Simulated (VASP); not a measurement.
# CuI (F-43m) in VASP: a series of runs

The runs below take CuI through single point, relaxation of cell and atoms, with PBE.

All numbers are computed with VASP 6.6.1; they aren't measurements. Logs are shortened: lines on timing, memory, paths and dates and some standing lists are left out, and cuts for length are marked.

## 1. The cell of the first run

The structure is cubic, space group F-43m (No. 216). Conventional cell: a = 6.079 Å, b = 6.079 Å, c = 6.079 Å, α = 90.00°, β = 90.00°, γ = 90.00°. Cu (site symmetry -43m) has 4 I at 2.63 Å within 3.5 Å. Within 3.5 Å of I (site symmetry -43m) lie 4 Cu at 2.63 Å.

## 2. Single point, PBE

Contents of INCAR:

```
  PREC = Accurate
  ENCUT = 520
  EDIFF = 1E-7
  ISMEAR = 0
  SIGMA = 0.01
  LREAL = F
  LASPH = T
  NELM = 100
  ALGO = Normal
  ISIF = 2
  LWAVE = F
  LCHARG = F
  GGA = PE
  NBANDS = 16
```

Contents of KPOINTS:

```
regular mesh
0
Gamma
  8 8 8
```

Contents of POSCAR:

```
CuI
1.0
    0.0000000000      3.0395571039      3.0395571039
    3.0395571039      0.0000000000      3.0395571039
    3.0395571039      3.0395571039      0.0000000000
Cu I
1 1
Direct
    0.0000000000      0.0000000000      0.0000000000
    0.2500000000      0.2500000000      0.2500000000
```

Potentials or basis: VASP PAW PBE potentials, release 64 (Cu, I).

Started as:

```console
> cat potpaw_PBE.64/Cu/POTCAR potpaw_PBE.64/I/POTCAR > POTCAR
> mpirun -np 1 vasp_std > vasp.out
```

OUTCAR:

```text
PREC = Accurate
   ENCUT = 520
   EDIFF = 1E-7
   ISMEAR = 0
   LREAL = F
   LASPH = T
   NELM = 100
   ISIF = 2
   GGA = PE

 ion  position               nearest neighbor table
   1  0.000  0.000  0.000-   2 2.63   2 2.63   2 2.63   2 2.63
   2  0.250  0.250  0.250-   1 2.63   1 2.63   1 2.63   1 2.63

  LATTYP: Found a face centered cubic cell.
 ALAT       =     6.0791142078

  Lattice vectors:

 A1 = (   0.0000000000,   3.0395571039,   3.0395571039)
 A2 = (   3.0395571039,   0.0000000000,   3.0395571039)
 A3 = (   3.0395571039,   3.0395571039,   0.0000000000)

Analysis of symmetry for initial positions (statically):
=====================================================================
 Subroutine PRICEL returns:
 Original cell was already a primitive cell.

 Routine SETGRP: Setting up the symmetry group for a
 face centered cubic supercell.

 Subroutine GETGRP returns: Found 24 space group operations
 (whereof 24 operations were pure point group operations)
 out of a pool of 48 trial point group operations.

The static configuration has the point symmetry T_d .

Analysis of symmetry for dynamics (positions and initial velocities):
=====================================================================
 Subroutine PRICEL returns:
 Original cell was already a primitive cell.

 Routine SETGRP: Setting up the symmetry group for a
 face centered cubic supercell.

 Subroutine GETGRP returns: Found 24 space group operations
 (whereof 24 operations were pure point group operations)
 out of a pool of 48 trial point group operations.

The dynamic configuration has the point symmetry T_d .

 Subroutine INISYM returns: Found 24 space group operations
 (whereof 24 operations are pure point group operations),
 and found     1 'primitive' translations

----------------------------------------------------------------------------------------

                                     Primitive cell

  volume of cell :      56.1644

  direct lattice vectors                    reciprocal lattice vectors
     0.000000000  3.039557104  3.039557104    -0.164497650  0.164497650  0.164497650
     3.039557104  0.000000000  3.039557104     0.164497650 -0.164497650  0.164497650
     3.039557104  3.039557104  0.000000000     0.164497650  0.164497650 -0.164497650

  length of vectors
     4.298582880  4.298582880  4.298582880     0.284918287  0.284918287  0.284918287

  position of ions in fractional coordinates (direct lattice)
     0.000000000  0.000000000  0.000000000
     0.250000000  0.250000000  0.250000000

  ion indices of the primitive-cell ions
   primitive index   ion index
                 1           1
                 2           2

----------------------------------------------------------------------------------------

 KPOINTS: regular mesh

Automatic generation of k-mesh.
 Grid dimensions read from file:
 generate k-points for:    8    8    8

 Generating k-lattice:

  Cartesian coordinates                     Fractional coordinates (reciprocal lattice)
    -0.020562206  0.020562206  0.020562206     0.125000000  0.000000000  0.000000000
     0.020562206 -0.020562206  0.020562206     0.000000000  0.125000000  0.000000000
     0.020562206  0.020562206 -0.020562206     0.000000000  0.000000000  0.125000000

  Length of vectors
     0.035614786  0.035614786  0.035614786

  Shift w.r.t. Gamma in fractional coordinates (k-lattice)
     0.000000000  0.000000000  0.000000000

 Subroutine IBZKPT returns following result:
 ===========================================

 Found     29 irreducible k-points:

 Following reciprocal coordinates:
            Coordinates               Weight
  0.000000  0.000000  0.000000      1.000000
  0.125000  0.000000  0.000000      8.000000
  0.250000  0.000000  0.000000      8.000000
  0.375000  0.000000  0.000000      8.000000
  0.500000  0.000000  0.000000      4.000000
  0.125000  0.125000  0.000000      6.000000
[... 16 lines left out ...]
  0.500000  0.250000  0.125000     48.000000
 -0.375000  0.250000  0.125000     24.000000
 [... further k-points ...]
   k-points           NKPTS =     29   k-points in BZ     NKDIM =     29   number of bands    NBANDS=     16
   number of dos      NEDOS =    301   number of ions     NIONS =      2
   total plane-waves  NPLWV =  32768
   dimension x,y,z NGX =    32 NGY =   32 NGZ =   32
   dimension x,y,z NGXF=    64 NGYF=   64 NGZF=   64
   ions per type =               1   1
   NGX,Y,Z   is equivalent  to a cutoff of  12.38, 12.38, 12.38 a.u.
   NGXF,Y,Z  is equivalent  to a cutoff of  24.75, 24.75, 24.75 a.u.
 SYSTEM =  unknown system
   PREC   = accura    normal or accurate (medium, high low for compatibility)
   ISTART =      0    job   : 0-new  1-cont  2-samecut
   ICHARG =      2    charge: 1-file 2-atom 10-const
   ISPIN  =      1    spin polarized calculation?
   LNONCOLLINEAR =      F non collinear calculations
   LSORBIT =      F    spin-orbit coupling
   LASPH  =      T    aspherical Exc in radial PAW
   ENCUT  =  520.0 eV  38.22 Ry    6.18 a.u.   7.99  7.99  7.99*2*pi/ulx,y,z
   NELM   =    100;   NELMIN=  2; NELMDL= -5     # of ELM steps
   EDIFF  = 0.1E-06   stopping-criterion for ELM
   LREAL  =      F    real-space projection
   EDIFFG = 0.1E-05   stopping-criterion for IOM
   NSW    =      0    number of steps for IOM
   IBRION =     -1    ionic relax: 0-MD 1-quasi-New 2-CG
   NFREE  =      0    steps in history (QN), initial steepest desc. (CG)
   ISIF   =      2    stress and relaxation
   ISYM   =      2    0-nonsym 1-usesym 2-fastsym
   POTIM  = 0.5000    time-step for ionic-motion
   TEBEG  =    0.0;   TEEND  =   0.0 temperature during run
   PSTRESS=    0.0 pullay stress
   NELECT =      18.0000    total number of electrons
   NUPDOWN=      -1.0000    fix difference up-down
   EMIN   =  10.00;   EMAX   =-10.00  energy-range for DOS
   EFERMI =   0.00;   METHOD = LEGACY
   ISMEAR =     0;   SIGMA  =   0.01  broadening in eV -4-tet -1-fermi 0-gaus
   EFERMI_NEDOS =   21; number of points for ismear=-14 and -15
   IALGO  =     38    algorithm
   IMIX   =      4    mixing-type and parameters
     AMIX     =   0.40;   BMIX     =  1.00
     AMIX_MAG =   1.60;   BMIX_MAG =  1.00
  volume/ion in A,a.u.               =      28.08       189.51
  Fermi-wavevector in a.u.,A,eV,Ry     =   1.120328  2.117114 17.077159  1.255136
  Thomas-Fermi vector in A             =   2.256974
   LORBIT       =      0    0 simple, 1 ext, 2 COOP (PROOUT), +10 PAW based schemes
   GGA     = PE    functional components
   LHFCALC =     F    Hartree Fock is set to
   AEXX    =    0.0000 exact exchange contribution
   IVDW    =     0    specifies the selected vdW correction
   LEPSILON=     F    determine dielectric tensor
   LRPA    =     F    only Hartree local field effects (RPA)
 non-spin polarized calculation
 Gauss-broadening in eV      SIGMA  =   0.01
  energy-cutoff  :      520.00
  volume of cell :       56.16
 maximum number of plane-waves:      1540
   NGX = 15   NGY = 15   NGZ = 15

 number of electron      18.0000011 magnetization

 Free energy of the ion-electron system (eV)
  ---------------------------------------------------
  ext. energy  EPLUGINS =         0.00000000
  ---------------------------------------------------
  free energy    TOTEN  =        -5.56257983 eV

  energy without entropy =       -5.56257983  energy(sigma->0) =       -5.56257983

 E-fermi :   4.4648     XC(G=0):  -8.9001

 val. band max:        4.3448311688   @ k =   0.0000   0.0000   0.0000
 cond. band min:       5.4673812835   @ k =   0.0000   0.0000   0.0000
 fundamental gap:      1.1225501147
 Fermi energy:         4.4647625557

 k-point     1 :       0.0000    0.0000    0.0000
  band No.  band energies     occupation
      1      -9.6240      2.00000
      2       0.7418      2.00000
      3       0.7418      2.00000
      4       0.7418      2.00000
      5       2.5265      2.00000
      6       2.5265      2.00000
[... 8 lines left out ...]
     15      13.9077      0.00000
     16      13.9077      0.00000

 k-point     2 :       0.1250    0.0000    0.0000
  band No.  band energies     occupation
      1      -9.5530      2.00000
      2       0.4465      2.00000
      3       0.7471      2.00000
      4       0.7471      2.00000
      5       2.5205      2.00000
      6       2.5205      2.00000
[... 8 lines left out ...]
     15      13.2598      0.00000
     16      13.2670      0.00000

 k-point     3 :       0.2500    0.0000    0.0000
  band No.  band energies     occupation
      1      -9.3712      2.00000
      2      -0.2502      2.00000
      3       0.7570      2.00000
      4       0.7570      2.00000
      5       2.5177      2.00000
      6       2.5177      2.00000
[... 8 lines left out ...]
     15      13.0594      0.00000
     16      13.2659      0.00000

 k-point     4 :       0.3750    0.0000    0.0000
  band No.  band energies     occupation
      1      -9.1723      2.00000
      2      -0.9182      2.00000
      3       0.7621      2.00000
      4       0.7621      2.00000
      5       2.5370      2.00000
      6       2.5370      2.00000
[... 8 lines left out ...]
     15      13.9660      0.00000
     16      13.9660      0.00000

 k-point     5 :       0.5000    0.0000    0.0000
  band No.  band energies     occupation
      1      -9.0839      2.00000
      2      -1.1880      2.00000
      3       0.7626      2.00000
      4       0.7626      2.00000
      5       2.5541      2.00000
      6       2.5541      2.00000
[... 8 lines left out ...]
     15      15.1922      0.00000
     16      15.1922      0.00000

 k-point     6 :       0.1250    0.1250    0.0000
  band No.  band energies     occupation
      1      -9.5293      2.00000
      2       0.4094      2.00000
      3       0.7247      2.00000
      4       0.7247      2.00000
      5       2.4956      2.00000
      6       2.5391      2.00000
[... 8 lines left out ...]
     15      13.6793      0.00000
     16      14.0616      0.00000
[... 267 lines left out ...]
 k-point    21 :       0.5000    0.5000    0.0000
  band No.  band energies     occupation
      1      -8.9009      2.00000
      2      -1.1740      2.00000
      3       0.6289      2.00000
      4       0.6289      2.00000
      5       2.5036      2.00000
      6       2.5825      2.00000
[... 8 lines left out ...]
     15      15.5943      0.00000
     16      16.3351      0.00000

 k-point    22 :       0.3750    0.2500    0.1250
  band No.  band energies     occupation
      1      -9.2304      2.00000
      2      -0.4504      2.00000
      3       0.5248      2.00000
      4       0.7408      2.00000
      5       2.4587      2.00000
      6       2.5631      2.00000
[... 8 lines left out ...]
     15      14.5955      0.00000
     16      15.6413      0.00000

 k-point    23 :       0.5000    0.2500    0.1250
  band No.  band energies     occupation
      1      -9.0654      2.00000
      2      -0.7879      2.00000
      3       0.3022      2.00000
      4       0.7258      2.00000
      5       2.4812      2.00000
      6       2.5417      2.00000
[... 8 lines left out ...]
     15      14.9659      0.00000
     16      15.8001      0.00000

 k-point    24 :      -0.3750    0.2500    0.1250
  band No.  band energies     occupation
      1      -8.9931      2.00000
      2      -0.9312      2.00000
      3       0.2055      2.00000
      4       0.7125      2.00000
      5       2.4639      2.00000
      6       2.5378      2.00000
[... 8 lines left out ...]
     15      15.0749      0.00000
     16      15.6233      0.00000

 [... further k-points ...]
[... 5 lines left out ...]
  --------------------------------------------------------------------------------------
  -------------------------------------------------------------------------------------
  Total        0.0036761      0.0036761      0.0036761      0.0000000      0.0000000      0.0000000
  in kB        0.1048667      0.1048667      0.1048667      0.0000000      0.0000000      0.0000000
  external PRESSURE =       0.1048667 kB  Pullay stress =       0.0000000 kB

 VOLUME and BASIS-vectors are now :
 -----------------------------------------------------------------------------
  energy-cutoff  :      520.00
  volume of cell :       56.16
      direct lattice vectors                 reciprocal lattice vectors
     0.000000000  3.039557104  3.039557104    -0.164497650  0.164497650  0.164497650
     3.039557104  0.000000000  3.039557104     0.164497650 -0.164497650  0.164497650
     3.039557104  3.039557104  0.000000000     0.164497650  0.164497650 -0.164497650

 POSITION                                       TOTAL-FORCE (eV/Angst)
 -----------------------------------------------------------------------------------
      0.00000      0.00000      0.00000         0.000000      0.000000      0.000000
      1.51978      1.51978      1.51978        -0.000000     -0.000000     -0.000000
 -----------------------------------------------------------------------------------
    total drift:                               -0.000001     -0.000001     -0.000001

  FREE ENERGIE OF THE ION-ELECTRON SYSTEM (eV)
  ---------------------------------------------------
  free  energy   TOTEN  =        -5.5625798317 eV

  energy  without entropy=       -5.5625798317  energy(sigma->0) =       -5.56257983
```

Run time: 10 s. Hardware: 1 thread of Intel Xeon 6975P-C (Granite Rapids), shared host; peak memory 0.18 GiB.

What came out:

* Free energy: -5.5626 eV
* Pressure: 0.0 GPa
* Band gap on the k mesh: 1.12 eV, direct

Caveat: spin-orbit coupling is left out, which moves the levels of the heavy elements.

## 3. Relaxation of cell and atoms, PBE

This run uses another cell than the first one, of 27.68 Å³/atom, 0.986 times its volume.

Contents of INCAR:

```
SYSTEM = CuI
ALGO = Normal ; EDIFF = 1E-7
EDIFFG = -0.002 ; ENCUT = 600
GGA = PE ; IBRION = 2
ISIF = 3 ; ISMEAR = 0
LASPH = .True. ; LCHARG = .False.
LREAL = .False. ; LWAVE = .False.
NELM = 100 ; NSW = 80
PREC = Accurate ; SIGMA = 0.01
```

Contents of KPOINTS:

```
k-points
0
Gamma
  8 8 8
  0 0 0
```

Contents of POSCAR:

```
CuI
1.0
    0.0000000000      3.0250000000      3.0250000000
    3.0250000000      0.0000000000      3.0250000000
    3.0250000000      3.0250000000      0.0000000000
Cu I
1 1
Direct
    0.0000000000      0.0000000000      0.0000000000
    0.2500000000      0.2500000000      0.2500000000
```

Potentials or basis: VASP PAW PBE potentials, release 64 (Cu, I).

Started as:

```console
> cat potpaw_PBE.64/Cu/POTCAR potpaw_PBE.64/I/POTCAR > POTCAR
> mpirun -np 1 vasp_std > vasp.out
```

Run time: 32 s. Hardware: 1 thread of Intel Xeon 6975P-C (Granite Rapids), shared host; peak memory 0.21 GiB.

It converged, with:

| Property | Result |
| --- | --- |
| Free energy | -5.5625 eV |
| Relaxed volume | 28.12 Å³/atom |
| Relaxed cell | a = 4.301 Å, b = 4.301 Å, c = 4.301 Å, α = 60.00°, β = 60.00°, γ = 60.00° |
| Space group after relaxing (to 0.05 Å) | F-43m (No. 216) |
| Energy gained by relaxing | 0.8 meV/atom |
| Ionic steps | 4 |
| Pressure after relaxing | 0.0 GPa |
| Band gap on the k mesh | 1.12 eV, direct |

Step by step:
```
step  energy change (eV)  largest force (eV/Å)  pressure (GPa)  volume (Å³)
   1              0.0000                0.0000            0.63        55.36
   2             -0.0017                0.0000            0.01        56.24
   3             -0.0017                0.0000           -0.01        56.26
   4             -0.0017                0.0000            0.00        56.24
```

Final structure:
```
Cu I
1.0
     0.00000    3.04097    3.04097
     3.04097    0.00000    3.04097
     3.04097    3.04097    0.00000
Cu I
1 1
Direct
  0.00000 0.00000 0.00000
  0.25000 0.25000 0.25000
```

Levels at points of the mesh, in eV from the valence-band top:
| k point | band 5 | band 6 | band 7 | band 8 | band 9 | band 10 | band 11 | band 12 | band 13 |
| --- | --- | --- | --- | --- | --- | --- | --- | --- | --- |
| (0.00, 0.00, 0.00) | -1.81 | -1.81 | 0.00 | 0.00 | 0.00 | 1.12 | 4.88 | 4.88 | 4.88 |
| (0.50, 0.00, 0.00) | -1.79 | -1.79 | -1.74 | -0.69 | -0.69 | 2.15 | 5.41 | 5.41 | 7.39 |
| (0.50, 0.50, 0.00) | -1.84 | -1.76 | -1.73 | -1.46 | -1.46 | 2.74 | 2.91 | 9.13 | 9.71 |

Caveat: spin-orbit coupling is left out, which moves the levels of the heavy elements.
